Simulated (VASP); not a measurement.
# TiN (Fm-3m) in VASP: notebook

The runs below take TiN through single point, relaxation of cell and atoms, with LDA.

Everything below comes from runs of VASP 6.6.1. Logs are shortened: lines on timing, memory, paths and dates and some standing lists are left out, and cuts for length are marked.

### Step 1. The cell of the first run

Symmetry: Fm-3m, No. 225, cubic system. Conventional cell: a = 4.241 Å, b = 4.241 Å, c = 4.241 Å, α = 90.00°, β = 90.00°, γ = 90.00°. Ti (site symmetry m-3m) has 6 N at 2.12 Å within 2.8 Å. N (site symmetry m-3m) has 6 Ti at 2.12 Å within 2.8 Å.

### Step 2. Single point, LDA, collinear spin

The input, INCAR:

```
SYSTEM = TiN
ALGO = Normal ; EDIFF = 1E-6
ENCUT = 520 ; GGA = CA
ISIF = 2 ; ISMEAR = 0
ISPIN = 2 ; LASPH = .True.
LCHARG = .False. ; LMAXMIX = 4
LORBIT = 11 ; LREAL = .False.
LWAVE = .False. ; MAGMOM = 1 0
NBANDS = 20 ; NELM = 150
PREC = Accurate ; SIGMA = 0.1
```

The input, KPOINTS:

```
k-points
0
Gamma
  8 8 8
  0 0 0
```

The input, POSCAR:

```
TiN
1.0
    0.0000000000      2.1206234500      2.1206234500
    2.1206234500      0.0000000000      2.1206234500
    2.1206234500      2.1206234500      0.0000000000
Ti N
1 1
Direct
    0.0000000000      0.0000000000      0.0000000000
    0.5000000000      0.5000000000      0.5000000000
```

Potentials or basis: VASP PAW LDA potentials, release 64 (Ti_sv, N).

On the command line:

```
$ cat potpaw_LDA.64/Ti_sv/POTCAR potpaw_LDA.64/N/POTCAR > POTCAR
$ mpirun -np 1 vasp_std > vasp.out
```

OUTCAR:

```text
SYSTEM = TiN
   EDIFF = 1E-6
   ENCUT = 520
   GGA = CA
   ISIF = 2
   ISMEAR = 0
   ISPIN = 2
   LASPH = .True.
   LORBIT = 11
   LREAL = .False.
   NELM = 150
   PREC = Accurate

 ion  position               nearest neighbor table
   1  0.000  0.000  0.000-   2 2.12   2 2.12   2 2.12   2 2.12   2 2.12   2 2.12
   2  0.500  0.500  0.500-   1 2.12   1 2.12   1 2.12   1 2.12   1 2.12   1 2.12

  LATTYP: Found a face centered cubic cell.
 ALAT       =     4.2412469000

  Lattice vectors:

 A1 = (   0.0000000000,   2.1206234500,   2.1206234500)
 A2 = (   2.1206234500,   0.0000000000,   2.1206234500)
 A3 = (   2.1206234500,   2.1206234500,   0.0000000000)

Analysis of symmetry for initial positions (statically):
=====================================================================
 Subroutine PRICEL returns:
 Original cell was already a primitive cell.

 Routine SETGRP: Setting up the symmetry group for a
 face centered cubic supercell.

 Subroutine GETGRP returns: Found 48 space group operations
 (whereof 48 operations were pure point group operations)
 out of a pool of 48 trial point group operations.

The static configuration has the point symmetry O_h .

Analysis of symmetry for dynamics (positions and initial velocities):
=====================================================================
 Subroutine PRICEL returns:
 Original cell was already a primitive cell.

 Routine SETGRP: Setting up the symmetry group for a
 face centered cubic supercell.

 Subroutine GETGRP returns: Found 48 space group operations
 (whereof 48 operations were pure point group operations)
 out of a pool of 48 trial point group operations.

The dynamic configuration has the point symmetry O_h .

Analysis of structural, dynamic, and magnetic symmetry:
=====================================================================
 Subroutine PRICEL returns:
 Original cell was already a primitive cell.

 Routine SETGRP: Setting up the symmetry group for a
 face centered cubic supercell.

 Subroutine GETGRP returns: Found 48 space group operations
 (whereof 48 operations were pure point group operations)
 out of a pool of 48 trial point group operations.

The overall configuration has the point symmetry O_h .

 Subroutine INISYM returns: Found 48 space group operations
 (whereof 48 operations are pure point group operations),
 and found     1 'primitive' translations

----------------------------------------------------------------------------------------

                                     Primitive cell

  volume of cell :      19.0731

  direct lattice vectors                    reciprocal lattice vectors
     0.000000000  2.120623450  2.120623450    -0.235779718  0.235779718  0.235779718
     2.120623450  0.000000000  2.120623450     0.235779718 -0.235779718  0.235779718
     2.120623450  2.120623450  0.000000000     0.235779718  0.235779718 -0.235779718

  length of vectors
     2.999014444  2.999014444  2.999014444     0.408382452  0.408382452  0.408382452

  position of ions in fractional coordinates (direct lattice)
     0.000000000  0.000000000  0.000000000
     0.500000000  0.500000000  0.500000000

  ion indices of the primitive-cell ions
   primitive index   ion index
                 1           1
                 2           2

----------------------------------------------------------------------------------------

 KPOINTS: k-points

Automatic generation of k-mesh.
 Grid dimensions read from file:
 generate k-points for:    8    8    8

 Generating k-lattice:

  Cartesian coordinates                     Fractional coordinates (reciprocal lattice)
    -0.029472465  0.029472465  0.029472465     0.125000000  0.000000000  0.000000000
     0.029472465 -0.029472465  0.029472465     0.000000000  0.125000000  0.000000000
     0.029472465  0.029472465 -0.029472465     0.000000000  0.000000000  0.125000000

  Length of vectors
     0.051047806  0.051047806  0.051047806

  Shift w.r.t. Gamma in fractional coordinates (k-lattice)
     0.000000000  0.000000000  0.000000000

 Subroutine IBZKPT returns following result:
 ===========================================

 Found     29 irreducible k-points:

 Following reciprocal coordinates:
            Coordinates               Weight
  0.000000  0.000000  0.000000      1.000000
  0.125000  0.000000  0.000000      8.000000
  0.250000  0.000000  0.000000      8.000000
  0.375000  0.000000  0.000000      8.000000
  0.500000  0.000000  0.000000      4.000000
  0.125000  0.125000  0.000000      6.000000
[... 16 lines left out ...]
  0.500000  0.250000  0.125000     48.000000
 -0.375000  0.250000  0.125000     24.000000
 [... further k-points ...]
   k-points           NKPTS =     29   k-points in BZ     NKDIM =     29   number of bands    NBANDS=     20
   number of dos      NEDOS =    301   number of ions     NIONS =      2
   total plane-waves  NPLWV =  13824
   dimension x,y,z NGX =    24 NGY =   24 NGZ =   24
   dimension x,y,z NGXF=    48 NGYF=   48 NGZF=   48
   ions per type =               1   1
   NGX,Y,Z   is equivalent  to a cutoff of  13.30, 13.30, 13.30 a.u.
   NGXF,Y,Z  is equivalent  to a cutoff of  26.61, 26.61, 26.61 a.u.
 SYSTEM =  TiN
   PREC   = accura    normal or accurate (medium, high low for compatibility)
   ISTART =      0    job   : 0-new  1-cont  2-samecut
   ICHARG =      2    charge: 1-file 2-atom 10-const
   ISPIN  =      2    spin polarized calculation?
   LNONCOLLINEAR =      F non collinear calculations
   LSORBIT =      F    spin-orbit coupling
   LASPH  =      T    aspherical Exc in radial PAW
   ENCUT  =  520.0 eV  38.22 Ry    6.18 a.u.   5.58  5.58  5.58*2*pi/ulx,y,z
   NELM   =    150;   NELMIN=  2; NELMDL= -5     # of ELM steps
   EDIFF  = 0.1E-05   stopping-criterion for ELM
   LREAL  =      F    real-space projection
   EDIFFG = 0.1E-04   stopping-criterion for IOM
   NSW    =      0    number of steps for IOM
   IBRION =     -1    ionic relax: 0-MD 1-quasi-New 2-CG
   NFREE  =      0    steps in history (QN), initial steepest desc. (CG)
   ISIF   =      2    stress and relaxation
   ISYM   =      2    0-nonsym 1-usesym 2-fastsym
   POTIM  = 0.5000    time-step for ionic-motion
   TEBEG  =    0.0;   TEEND  =   0.0 temperature during run
   PSTRESS=    0.0 pullay stress
   NELECT =      17.0000    total number of electrons
   NUPDOWN=      -1.0000    fix difference up-down
   EMIN   =  10.00;   EMAX   =-10.00  energy-range for DOS
   EFERMI =   0.00;   METHOD = LEGACY
   ISMEAR =     0;   SIGMA  =   0.10  broadening in eV -4-tet -1-fermi 0-gaus
   EFERMI_NEDOS =   21; number of points for ismear=-14 and -15
   IALGO  =     38    algorithm
   IMIX   =      4    mixing-type and parameters
     AMIX     =   0.40;   BMIX     =  1.00
     AMIX_MAG =   1.60;   BMIX_MAG =  1.00
  volume/ion in A,a.u.               =       9.54        64.36
  Fermi-wavevector in a.u.,A,eV,Ry     =   1.575497  2.977258 33.772256  2.482191
  Thomas-Fermi vector in A             =   2.676472
   LORBIT       =     11    0 simple, 1 ext, 2 COOP (PROOUT), +10 PAW based schemes
   GGA     = CA    functional components
   LHFCALC =     F    Hartree Fock is set to
   AEXX    =    0.0000 exact exchange contribution
   IVDW    =     0    specifies the selected vdW correction
   LEPSILON=     F    determine dielectric tensor
   LRPA    =     F    only Hartree local field effects (RPA)
 spin polarized calculation
 Gauss-broadening in eV      SIGMA  =   0.10
  energy-cutoff  :      520.00
  volume of cell :       19.07
 maximum number of plane-waves:       531
 NGX is ok and might be reduce to    24
   NGX = 11   NGY = 11   NGZ = 11

 number of electron      17.0000002 magnetization       0.0021335

 number of electron      17.0000002 magnetization      -0.0000214

 Free energy of the ion-electron system (eV)
  ---------------------------------------------------
  ext. energy  EPLUGINS =         0.00000000
  ---------------------------------------------------
  free energy    TOTEN  =       -21.62680476 eV

  energy without entropy =      -21.61829595  energy(sigma->0) =      -21.62255035

 E-fermi :  11.1893     XC(G=0): -13.3737

 val. band max:       11.1853373218   @ k =   0.3750   0.1250   0.0000
 cond. band min:      11.2125098351   @ k =  -0.3750   0.3750   0.1250
 fundamental gap:      0.0271725133
 Fermi energy:        11.1893192474

 spin component 1

 k-point     1 :       0.0000    0.0000    0.0000
  band No.  band energies     occupation
      1     -45.9532      1.00000
      2     -22.3107      1.00000
      3     -22.3107      1.00000
      4     -22.3107      1.00000
      5      -5.6586      1.00000
      6       9.1751      1.00000
[... 12 lines left out ...]
     19      38.1731      0.00000
     20      38.1731      0.00000

 k-point     2 :       0.1250    0.0000    0.0000
  band No.  band energies     occupation
      1     -45.9382      1.00000
      2     -22.4133      1.00000
      3     -22.3193      1.00000
      4     -22.3193      1.00000
      5      -5.3548      1.00000
      6       7.7994      1.00000
[... 12 lines left out ...]
     19      35.6798      0.00000
     20      35.6798      0.00000

 k-point     3 :       0.2500    0.0000    0.0000
  band No.  band energies     occupation
      1     -45.9017      1.00000
      2     -22.6542      1.00000
      3     -22.3398      1.00000
      4     -22.3398      1.00000
      5      -4.5584      1.00000
      6       5.6748      1.00000
[... 12 lines left out ...]
     19      34.9057      0.00000
     20      34.9057      0.00000

 k-point     4 :       0.3750    0.0000    0.0000
  band No.  band energies     occupation
      1     -45.8650      1.00000
      2     -22.8863      1.00000
      3     -22.3602      1.00000
      4     -22.3602      1.00000
      5      -3.6102      1.00000
      6       3.8793      1.00000
[... 429 lines left out ...]
 k-point    23 :       0.5000    0.2500    0.1250
  band No.  band energies     occupation
      1     -45.8452      1.00000
      2     -22.8188      1.00000
      3     -22.5193      1.00000
      4     -22.4054      1.00000
      5      -3.6820      1.00000
      6       4.3126      1.00000
[... 12 lines left out ...]
     19      36.0359      0.00000
     20      37.5059      0.00000

 k-point    24 :      -0.3750    0.2500    0.1250
  band No.  band energies     occupation
      1     -45.8330      1.00000
      2     -22.8712      1.00000
      3     -22.5349      1.00000
      4     -22.4249      1.00000
      5      -3.4507      1.00000
      6       4.0798      1.00000
[... 12 lines left out ...]
     19      34.3747      0.00000
     20      38.4711      0.00000

 [... further k-points ...]

 spin component 2

 k-point     1 :       0.0000    0.0000    0.0000
  band No.  band energies     occupation
      1     -45.9532      1.00000
      2     -22.3108      1.00000
      3     -22.3108      1.00000
      4     -22.3108      1.00000
      5      -5.6586      1.00000
      6       9.1751      1.00000
[... 12 lines left out ...]
     19      38.1731      0.00000
     20      38.1731      0.00000

 k-point     2 :       0.1250    0.0000    0.0000
  band No.  band energies     occupation
      1     -45.9382      1.00000
      2     -22.4133      1.00000
      3     -22.3193      1.00000
      4     -22.3193      1.00000
      5      -5.3548      1.00000
      6       7.7994      1.00000
[... 12 lines left out ...]
     19      35.6798      0.00000
     20      35.6798      0.00000

 k-point     3 :       0.2500    0.0000    0.0000
  band No.  band energies     occupation
      1     -45.9018      1.00000
      2     -22.6542      1.00000
      3     -22.3399      1.00000
      4     -22.3399      1.00000
      5      -4.5584      1.00000
      6       5.6747      1.00000
[... 12 lines left out ...]
     19      34.9057      0.00000
     20      34.9057      0.00000

 k-point     4 :       0.3750    0.0000    0.0000
  band No.  band energies     occupation
      1     -45.8650      1.00000
      2     -22.8863      1.00000
      3     -22.3602      1.00000
      4     -22.3602      1.00000
      5      -3.6102      1.00000
      6       3.8793      1.00000
[... 429 lines left out ...]
 k-point    23 :       0.5000    0.2500    0.1250
  band No.  band energies     occupation
      1     -45.8452      1.00000
      2     -22.8189      1.00000
      3     -22.5193      1.00000
      4     -22.4054      1.00000
      5      -3.6820      1.00000
      6       4.3126      1.00000
[... 12 lines left out ...]
     19      36.0359      0.00000
     20      37.5059      0.00000

 k-point    24 :      -0.3750    0.2500    0.1250
  band No.  band energies     occupation
      1     -45.8330      1.00000
      2     -22.8712      1.00000
      3     -22.5349      1.00000
      4     -22.4249      1.00000
      5      -3.4507      1.00000
      6       4.0797      1.00000
[... 12 lines left out ...]
     19      34.3746      0.00000
     20      38.4711      0.00000

 [... further k-points ...]

------------------------ aborting loop because EDIFF is reached ----------------------------------------

  FORCE on cell =-STRESS in cart. coord.  units (eV):
  Direction    XX          YY          ZZ          XY          YZ          ZX
  --------------------------------------------------------------------------------------
  -------------------------------------------------------------------------------------
  Total       -1.5744566     -1.5744566     -1.5744566     -0.0000000      0.0000000      0.0000000
  in kB     -132.2575916   -132.2575916   -132.2575916     -0.0000000      0.0000000      0.0000000
  external PRESSURE =    -132.2575916 kB  Pullay stress =       0.0000000 kB

 VOLUME and BASIS-vectors are now :
 -----------------------------------------------------------------------------
  energy-cutoff  :      520.00
  volume of cell :       19.07
      direct lattice vectors                 reciprocal lattice vectors
     0.000000000  2.120623450  2.120623450    -0.235779718  0.235779718  0.235779718
     2.120623450  0.000000000  2.120623450     0.235779718 -0.235779718  0.235779718
     2.120623450  2.120623450  0.000000000     0.235779718  0.235779718 -0.235779718

 POSITION                                       TOTAL-FORCE (eV/Angst)
 -----------------------------------------------------------------------------------
      0.00000      0.00000      0.00000         0.000000      0.000000      0.000000
      2.12062      2.12062      2.12062        -0.000000     -0.000000     -0.000000
 -----------------------------------------------------------------------------------
    total drift:                                0.000000     -0.000000     -0.000000

  FREE ENERGIE OF THE ION-ELECTRON SYSTEM (eV)
  ---------------------------------------------------
  free  energy   TOTEN  =       -21.6268047556 eV

  energy  without entropy=      -21.6182959472  energy(sigma->0) =      -21.62255035

 total charge

# of ion       s       p       d       tot
------------------------------------------
    1        2.185   6.232   1.997  10.414
    2        1.232   2.474   0.000   3.707
--------------------------------------------------
tot          3.418   8.707   1.997  14.121

 magnetization (x)

# of ion       s       p       d       tot
------------------------------------------
    1        0.000   0.000   0.000   0.000
    2       -0.000  -0.000   0.000  -0.000
--------------------------------------------------
tot          0.000  -0.000   0.000  -0.000
```

Run time: 13 s. Hardware: 1 thread of Intel Xeon Platinum 8488C (Sapphire Rapids), shared host; peak memory 0.14 GiB.

Results:

| Property | Result |
| --- | --- |
| Free energy | -21.6268 eV |
| Pressure | -13.2 GPa |
| Net moment | 0.00 μB per cell |
| Valence electrons inside the program's atomic spheres | Ti 10.41; N 3.71 |

Levels at points of the mesh, in eV from the Fermi level:
Spin up:
```
           k point  band 7  band 8  band 9  band 10  band 11  band 12
(0.00, 0.00, 0.00)   -2.01   -2.01   -0.65    -0.65    -0.65     0.55
(0.50, 0.00, 0.00)   -5.48   -5.48    1.68     1.68     2.36     5.74
(0.50, 0.50, 0.00)   -3.20   -3.20   -3.11     1.62     2.39     2.39
```
Spin down:
```csv
k point,band 7,band 8,band 9,band 10,band 11,band 12
"(0.00, 0.00, 0.00)",-2.01,-2.01,-0.65,-0.65,-0.65,0.55
"(0.50, 0.00, 0.00)",-5.48,-5.48,1.68,1.68,2.36,5.74
"(0.50, 0.50, 0.00)",-3.20,-3.20,-3.11,1.62,2.39,2.39
```

Caveat: the cell stands under tension.

[end of part 1 of 2]
